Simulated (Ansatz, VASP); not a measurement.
**Cu2Pt in VASP and in Ansatz**

```
Cu Pt
1.0
     0.00000    3.45166    3.45166
     3.45166    0.00000    3.45166
     3.45166    3.45166    0.00000
Cu Pt
4 2
Cartesian
  4.3146 4.3146 4.3146
  4.3146 2.5887 2.5887
  2.5887 2.5887 4.3146
  2.5887 4.3146 2.5887
  0.0000 0.0000 0.0000
  1.7258 1.7258 1.7258
```

Alike in both runs: task relaxation of cell and atoms; functional r2SCAN; k mesh 4 × 4 × 4; occupations gaussian, width 0.1 eV; no spin polarisation.

```csv
,VASP,Ansatz
version,VASP 6.6.1,Ansatz 0.2.0
potentials or method,"VASP PAW PBE potentials, release 64 (Cu, Pt), cutoff 600 eV","scalar-relativistic, plane waves, PAW"
valence electrons in the cell,64,112
```

|  | VASP | Ansatz | Ansatz less VASP |
| --- | --- | --- | --- |
| gap on the k mesh at the Fermi level, each at its own relaxed structure (eV) | none | none | - |
| relaxed volume (Å³/atom) | 12.65 | 12.58 | -0.064 |
| relaxed cell length with the largest relative difference (Å) | 4.752 | 4.744 | -0.0081 |

VASP's potentials were made for PBE, not for r2SCAN. A gap of «none» marks a metal or a gap that the smearing closes. VASP's potentials hold 64 valence electrons a cell and Ansatz's 112, so a difference there can come from the potentials and not from the codes.

The k mesh is coarse, so the values compare programs but aren't converged. Spin-orbit coupling is off throughout.
